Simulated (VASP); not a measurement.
# KRe3 (P4/mmm) in VASP: further runs, part 2 of 2

VASP 6.6.1. Earlier steps stand in the parts before.

## (4) Relaxation of cell and atoms, PBE

This run uses another cell than the first one, of 25.64 Å³/atom.

The input, INCAR:

```
ALGO = Normal
EDIFF = 1E-6
EDIFFG = -0.04
ENCUT = 600
GGA = PE
IBRION = 2
ISIF = 3
ISMEAR = 0
LASPH = True
LCHARG = False
LREAL = False
LWAVE = False
NELM = 60
NSW = 90
PREC = Accurate
SIGMA = 0.1
```

The input, KPOINTS:

```
k-points
0
Gamma
  4 4 4
```

The input, POSCAR:

```
KRe3
1.0
    4.2782112200      0.0000000000      0.0000000000
    0.0000000000      4.2782112200      0.0000000000
    0.0000000000      0.0000000000      5.6030654900
K Re
1 3
Direct
    0.0000000000      0.0000000000      0.5000000000
    0.5000000000      0.5000000000      0.3097275200
    0.5000000000      0.5000000000      0.6902724800
    0.0000000000      0.0000000000      0.0000000000
```

Potentials or basis: VASP PAW PBE potentials, release 64 (K_sv, Re).

Started as:

```sh
cat potpaw_PBE.64/K_sv/POTCAR potpaw_PBE.64/Re/POTCAR > POTCAR
mpirun -np 1 vasp_std > vasp.out
```

OUTCAR:

```text
EDIFF = 1E-6
   EDIFFG = -0.04
   ENCUT = 600
   GGA = PE
   IBRION = 2
   ISIF = 3
   ISMEAR = 0
   LASPH = True
   LREAL = False
   NELM = 60
   NSW = 90
   PREC = Accurate

 ion  position               nearest neighbor table
   1  0.000  0.000  0.500-   4 2.80   4 2.80   2 3.21   3 3.21   2 3.21   3 3.21   2 3.21   3 3.21
                             2 3.21   3 3.21
   2  0.500  0.500  0.310-   3 2.13   1 3.21   1 3.21   1 3.21   1 3.21
   3  0.500  0.500  0.690-   2 2.13   1 3.21   1 3.21   1 3.21   1 3.21
   4  0.000  0.000  0.000-   1 2.80   1 2.80

  LATTYP: Found a simple tetragonal cell.
 ALAT       =     4.2782112200
 C/A-ratio  =     1.3096748154

  Lattice vectors:

 A1 = (   4.2782112200,   0.0000000000,   0.0000000000)
 A2 = (   0.0000000000,   4.2782112200,   0.0000000000)
 A3 = (   0.0000000000,   0.0000000000,   5.6030654900)

Analysis of symmetry for initial positions (statically):
=====================================================================
 Subroutine PRICEL returns:
 Original cell was already a primitive cell.

 Routine SETGRP: Setting up the symmetry group for a
 simple tetragonal supercell.

 Subroutine GETGRP returns: Found 16 space group operations
 (whereof 16 operations were pure point group operations)
 out of a pool of 16 trial point group operations.

The static configuration has the point symmetry D_4h.

Analysis of symmetry for dynamics (positions and initial velocities):
=====================================================================
 Subroutine PRICEL returns:
 Original cell was already a primitive cell.

 Routine SETGRP: Setting up the symmetry group for a
 simple tetragonal supercell.

 Subroutine GETGRP returns: Found 16 space group operations
 (whereof 16 operations were pure point group operations)
 out of a pool of 16 trial point group operations.

The dynamic configuration has the point symmetry D_4h.

 Subroutine INISYM returns: Found 16 space group operations
 (whereof 16 operations are pure point group operations),
 and found     1 'primitive' translations

----------------------------------------------------------------------------------------

                                     Primitive cell
[... 129 lines left out ...]

 number of electron      30.0000000 magnetization

 Free energy of the ion-electron system (eV)
  ---------------------------------------------------
  ext. energy  EPLUGINS =         0.00000000
  ---------------------------------------------------
  free energy    TOTEN  =       -25.54089569 eV

  energy without entropy =      -25.49752259  energy(sigma->0) =      -25.51920914

------------------------ aborting loop because EDIFF is reached ----------------------------------------

  FORCE on cell =-STRESS in cart. coord.  units (eV):
  Direction    XX          YY          ZZ          XY          YZ          ZX
  --------------------------------------------------------------------------------------
  -------------------------------------------------------------------------------------
  Total       -7.8809979     -7.8809979     -6.5010384      0.0000000      0.0000000      0.0000000
  in kB     -123.1236977   -123.1236977   -101.5647884      0.0000000      0.0000000      0.0000000
  external PRESSURE =    -115.9373946 kB  Pullay stress =       0.0000000 kB
[... 95 lines left out ...]
  FREE ENERGIE OF THE ION-ELECTRON SYSTEM (eV)
  ---------------------------------------------------
  free  energy   TOTEN  =       -27.1154308750 eV

  energy  without entropy=      -27.0815959486  energy(sigma->0) =      -27.09851341

 E-fermi :   3.9310     XC(G=0): -10.5282

 val. band max:        3.9300747115   @ k =   0.2500   0.0000   0.0000
 cond. band min:       3.9384238078   @ k =   0.5000   0.0000   0.0000
 fundamental gap:      0.0083490963
 Fermi energy:         3.9309935416

 k-point     1 :       0.0000    0.0000    0.0000
  band No.  band energies     occupation
      1     -26.8133      2.00000
      2     -10.2508      2.00000
      3     -10.0715      2.00000
      4     -10.0715      2.00000
      5      -4.4616      2.00000
      6      -2.0625      2.00000
[... 373 lines left out ...]
      6      -0.7021      2.00000
[... 11 lines left out ...]
     18       4.6973      0.00000
     19       4.8558      0.00000

[... ionic steps 4 to 41 ...]

--------------------------------------- Ionic step       42  -------------------------------------------

 number of electron      30.0000006 magnetization

------------------------ aborting loop because EDIFF is reached ----------------------------------------
[... 71 lines left out ...]
--------------------------------------- Ionic step       44  -------------------------------------------

 number of electron      30.0000005 magnetization

 Free energy of the ion-electron system (eV)
  ---------------------------------------------------
  ext. energy  EPLUGINS =         0.00000000
  ---------------------------------------------------
  free energy    TOTEN  =       -34.22702074 eV

  energy without entropy =      -34.20571362  energy(sigma->0) =      -34.21636718

 E-fermi :   4.5010     XC(G=0): -10.8867

 val. band max:        4.4773149077   @ k =   0.5000   0.0000   0.0000
 cond. band min:       4.5435105033   @ k =   0.5000   0.5000   0.5000
 fundamental gap:      0.0661955955
 Fermi energy:         4.5009959716

 k-point     1 :       0.0000    0.0000    0.0000
  band No.  band energies     occupation
      1     -26.8240      2.00000
      2     -10.1935      2.00000
      3      -9.8067      2.00000
      4      -9.8067      2.00000
      5      -4.4445      2.00000
      6      -1.8697      2.00000
[... 416 lines left out ...]
  FREE ENERGIE OF THE ION-ELECTRON SYSTEM (eV)
  ---------------------------------------------------
  free  energy   TOTEN  =       -34.2270207395 eV

  energy  without entropy=      -34.2057136183  energy(sigma->0) =      -34.21636718

 reached required accuracy - stopping structural energy minimisation
```

Run time: 15 min. Hardware: 1 thread of AMD EPYC 9R45 (Zen 5), shared host; peak memory 0.25 GiB.

What came out:

```yaml
Free_energy: -34.2270 eV
Relaxed_volume: 21.21 Å³/atom
Relaxed_cell: a = 3.135 Å, b = 3.135 Å, c = 8.633 Å, α = 90.00°, β = 90.00°, γ = 90.00°
Space_group_after_relaxing_to_0.1_Å: P4/mmm (No. 123)
Energy_gained_by_relaxing: 2171.5 meV/atom
Ionic_steps: 44
Pressure_after_relaxing: -0.1 GPa
Largest_force_after_relaxing: 0.039 eV/Å
Band_gap_on_the_k_mesh: zero (bands 15 and 16 overlap by 1.74 eV)
```

Forces on the atoms (eV/Å):
```
K    0.000  0.000  0.000
Re   0.000  0.000  0.039
Re   0.000  0.000 -0.039
Re   0.000  0.000  0.000
```

Step by step:
| step | energy change (eV) | largest force (eV/Å) | pressure (GPa) | volume (Å³) |
| --- | --- | --- | --- | --- |
| 1 | 0.0000 | 1.4537 | -11.59 | 102.55 |
| 3 | -1.5745 | 6.6815 | 8.87 | 73.69 |
| 5 | -2.0700 | 2.0921 | 52.37 | 57.15 |
| 7 | -2.5941 | 4.4677 | 30.20 | 61.60 |
| 9 | -4.1960 | 0.8022 | 10.54 | 66.24 |
| 11 | -5.2729 | 13.4386 | 24.97 | 83.14 |
| 13 | -6.0547 | 6.6726 | 18.33 | 79.76 |
| 15 | -7.3679 | 0.1368 | -5.47 | 92.17 |
| 17 | -7.4165 | 0.2455 | -9.38 | 95.30 |
| 19 | -8.1387 | 0.4806 | -4.34 | 91.08 |
| 21 | -8.6312 | 0.8667 | -0.07 | 88.09 |
| 23 | -8.6443 | 0.2175 | -1.84 | 88.71 |
| 25 | -8.6452 | 0.3633 | -1.37 | 88.54 |
| 27 | -8.6642 | 0.5361 | 1.87 | 85.42 |
| 29 | -8.6776 | 0.1739 | 0.68 | 84.78 |
| 31 | -8.6785 | 0.0558 | 0.37 | 84.58 |
| 33 | -8.6808 | 0.0142 | -0.48 | 85.15 |
| 35 | -8.6820 | 0.0056 | -0.53 | 85.27 |
| 37 | -8.6818 | 0.2985 | 0.98 | 84.94 |
| 39 | -8.6850 | 0.0875 | -0.05 | 85.18 |
| 41 | -8.6854 | 0.0458 | -0.31 | 85.25 |
| 43 | -8.6859 | 0.0810 | 0.10 | 84.90 |
| 44 | -8.6861 | 0.0385 | -0.06 | 84.85 |

Final structure:
```
K Re
1.0
     3.13500    0.00000    0.00000
     0.00000    3.13500    0.00000
     0.00000    0.00000    8.63322
K Re
1 3
Direct
  0.00000 0.00000 0.50000
  0.50000 0.50000 0.15905
  0.50000 0.50000 0.84095
  0.00000 0.00000 0.00000
```

Caveat: the k points lie up to 0.50 Å⁻¹ apart in the final cell, too coarse for converged energies and pressures of a metal; the volume moved by over 15 % at a fixed basis, so the end points are rough; spin-orbit coupling is left out, which moves the levels of the heavy elements.

## (5) Single point, PBE

This run uses another cell than the first one, of 21.20 Å³/atom.

The input, INCAR:

```
  ALGO = Fast
  EDIFF = 1E-6
  ENCUT = 520
  GGA = PE
  ISIF = 2
  ISMEAR = 0
  LASPH = T
  LCHARG = T
  LELF = T
  LREAL = F
  LVHAR = T
  LWAVE = F
  NBANDS = 23
  NELM = 100
  PREC = Accurate
  SIGMA = 0.1
```

The input, KPOINTS:

```
k-points
0
Gamma
  14 14 6
```

The input, POSCAR:

```
KRe3
1.0
    3.1314703154      0.0000000000      0.0000000000
    0.0000000000      3.1314703154      0.0000000000
    0.0000000000      0.0000000000      8.6482630698
K Re
1 3
Direct
    0.0000000000      0.0000000000      0.5000000000
    0.5000000000      0.5000000000      0.1601473255
    0.5000000000      0.5000000000      0.8398526745
    0.0000000000      0.0000000000      0.0000000000
```

Started as:

```sh
cat potpaw_PBE.64/K_sv/POTCAR potpaw_PBE.64/Re/POTCAR > POTCAR
mpirun -np 1 vasp_std > vasp.out
```

Wall time 10 min (1 thread of AMD EPYC 9R45 (Zen 5), shared host); peak memory 0.35 GiB.

The run converged. Its results:

```yaml
Free_energy: -34.1244 eV
Pressure: -0.4 GPa
Largest_force: 0.080 eV/Å
Band_gap_on_the_k_mesh: zero (bands 15 and 16 overlap by 1.71 eV)
```

Forces on the atoms (eV/Å):
```
K    0.000  0.000  0.000
Re   0.000  0.000 -0.080
Re   0.000  0.000  0.080
Re   0.000  0.000  0.000
```

Stress tensor (GPa, compression positive):
```
-0.30  0.00  0.00
 0.00 -0.30  0.00
 0.00  0.00 -0.49
```

Levels at points of the mesh, in eV from the Fermi level:
| k point | band 12 | band 13 | band 14 | band 15 | band 16 | band 17 | band 18 | band 19 |
| --- | --- | --- | --- | --- | --- | --- | --- | --- |
| (0.00, 0.00, 0.00) | -1.95 | -1.95 | -1.06 | -1.06 | -0.38 | 0.55 | 0.85 | 1.73 |
| (0.50, 0.00, 0.00) | -1.32 | -0.75 | -0.20 | -0.09 | 0.89 | 1.30 | 1.30 | 1.75 |
| (0.50, 0.50, 0.00) | -0.27 | -0.02 | -0.02 | 0.87 | 1.22 | 1.31 | 1.79 | 2.19 |
| (0.00, 0.00, 0.50) | -1.94 | -1.78 | -1.07 | -1.07 | -0.80 | 0.57 | 0.85 | 1.99 |
| (0.50, 0.00, 0.50) | -1.64 | -0.76 | 0.06 | 0.16 | 0.87 | 1.12 | 1.29 | 1.44 |
| (0.50, 0.50, 0.50) | 0.06 | 0.12 | 0.24 | 0.24 | 0.87 | 1.31 | 1.72 | 1.72 |

Caveat: spin-orbit coupling is left out, which moves the levels of the heavy elements.

## (6) Relaxation of cell and atoms, PBE

The input, INCAR:

```
ALGO = Fast
EDIFF = 1E-6
EDIFFG = -0.01
ENCUT = 600
GGA = PE
IBRION = 2
ISIF = 3
ISMEAR = 0
LASPH = True
LCHARG = False
LREAL = False
LWAVE = False
NELM = 80
NSW = 100
PREC = Accurate
SIGMA = 0.1
```

KPOINTS is that of step 5.

The input, POSCAR:

```
KRe3
1.0
    3.1076668873      0.0000000000      0.0000000000
    0.0000000000      3.1076668873      0.0000000000
    0.0000000000      0.0000000000      8.7256022845
K Re
1 3
Direct
    0.0000000000      0.0000000000      0.5000000000
    0.5000000000      0.5000000000      0.1623241058
    0.5000000000      0.5000000000      0.8376758942
    0.0000000000      0.0000000000      0.0000000000
```

Potentials or basis: VASP PAW PBE potentials, release 64 (K_sv, Re).

Started as:

```sh
cat potpaw_PBE.64/K_sv/POTCAR potpaw_PBE.64/Re/POTCAR > POTCAR
mpirun -np 1 vasp_std > vasp.out
```

It took 40 min on 1 thread of AMD EPYC 9R45 (Zen 5), shared host; peak memory 0.42 GiB.

Results (log left out):

```yaml
Free_energy: -34.1272 eV
Relaxed_volume: 21.20 Å³/atom
Relaxed_cell: a = 3.134 Å, b = 3.134 Å, c = 8.633 Å, α = 90.00°, β = 90.00°, γ = 90.00°
Space_group_after_relaxing_to_0.1_Å: P4/mmm (No. 123)
Energy_gained_by_relaxing: 2.6 meV/atom
Ionic_steps: 17
Pressure_after_relaxing: 0.0 GPa
Largest_force_after_relaxing: 0.004 eV/Å
Band_gap_on_the_k_mesh: zero (bands 15 and 16 overlap by 1.69 eV)
```

Forces in eV/Å, atoms in the order of the input:
```
K    0.000  0.000  0.000
Re   0.000  0.000 -0.004
Re   0.000  0.000  0.004
Re   0.000  0.000  0.000
```

Step by step:
```
step  energy change (eV)  largest force (eV/Å)  pressure (GPa)  volume (Å³)
   1              0.0000                0.2573           -0.46        84.27
   2             -0.0025                0.1489            1.88        83.53
   3             -0.0044                0.0110            0.97        83.81
   4             -0.0086                0.0012            0.61        84.17
   5             -0.0103                0.0110            0.24        84.55
   6             -0.0103                0.0548           -0.15        84.72
   7             -0.0104                0.0228            0.03        84.63
   8             -0.0104                0.0259            0.04        84.64
   9             -0.0104                0.0437           -0.06        84.68
  10             -0.0104                0.0237           -0.02        84.65
  11             -0.0104                0.0220           -0.01        84.64
  12             -0.0104                0.0242            0.00        84.64
  13             -0.0104                0.0133            0.03        84.66
  14             -0.0105                0.0008            0.09        84.71
  15             -0.0105                0.0081            0.08        84.73
  16             -0.0105                0.0024            0.06        84.72
  17             -0.0105                0.0041            0.01        84.80
```

Final structure:
```
K Re
1.0
     3.13412    0.00000    0.00000
     0.00000    3.13412    0.00000
     0.00000    0.00000    8.63336
K Re
1 3
Direct
  0.00000 0.00000 0.50000
  0.50000 0.50000 0.15972
  0.50000 0.50000 0.84028
  0.00000 0.00000 0.00000
```

Levels at points of the mesh, in eV from the Fermi level:
```
           k point  band 13  band 14  band 15  band 16  band 17  band 18
(0.00, 0.00, 0.00)    -1.93    -1.08    -1.08    -0.36     0.59     0.85
(0.50, 0.00, 0.00)    -0.76    -0.19    -0.07     0.91     1.32     1.33
(0.50, 0.50, 0.00)    -0.03    -0.03     0.84     1.24     1.30     1.78
(0.00, 0.00, 0.50)    -1.77    -1.09    -1.09    -0.81     0.61     0.85
(0.50, 0.00, 0.50)    -0.76     0.07     0.17     0.89     1.16     1.31
(0.50, 0.50, 0.50)     0.09     0.23     0.23     0.84     1.30     1.72
```

Caveat: spin-orbit coupling is left out, which moves the levels of the heavy elements.

## (7) The runs side by side

```tsv
task	cell	k mesh	cutoff (eV)	gap on the mesh (eV)	pressure (GPa)	relaxed volume (Å³/atom)	largest force (eV/Å)
single point	a = 3.108, b = 3.108, c = 8.726 Å, 4 atoms, atomic positions A	6 × 6 × 2	520	none	-0.5	-	0.07
relaxation of cell and atoms	relaxed from a = 3.123, b = 3.123, c = 8.684 Å, 4 atoms, atomic positions B	6 × 6 × 2	600	none	0.0	21.09	0.02
relaxation of cell and atoms	relaxed from a = 4.278, b = 4.278, c = 5.603 Å, 4 atoms, atomic positions C	4 × 4 × 4	600	none	-0.1	21.21	0.04
single point	a = 3.131, b = 3.131, c = 8.648 Å, 4 atoms, atomic positions B	14 × 14 × 6	520	none	-0.4	-	0.08
relaxation of cell and atoms	relaxed from a = 3.108, b = 3.108, c = 8.726 Å, 4 atoms, atomic positions A	14 × 14 × 6	600	none	0.0	21.20	-
```

Alike in all rows: level PBE; potentials or basis VASP PAW PBE potentials, release 64 (K_sv, Re); no spin polarisation; smearing gaussian 0.1 eV.

Caveats: some runs use coarse meshes; spin-orbit coupling is left out, which moves the levels of the heavy elements; the volume moved by over 15 % at a fixed basis, so the end points are rough (at least some runs).

Absolute energies hang on the potentials; compare differences alone.

The gap in the log of VASP goes by the Fermi energy; the results here count the filled bands.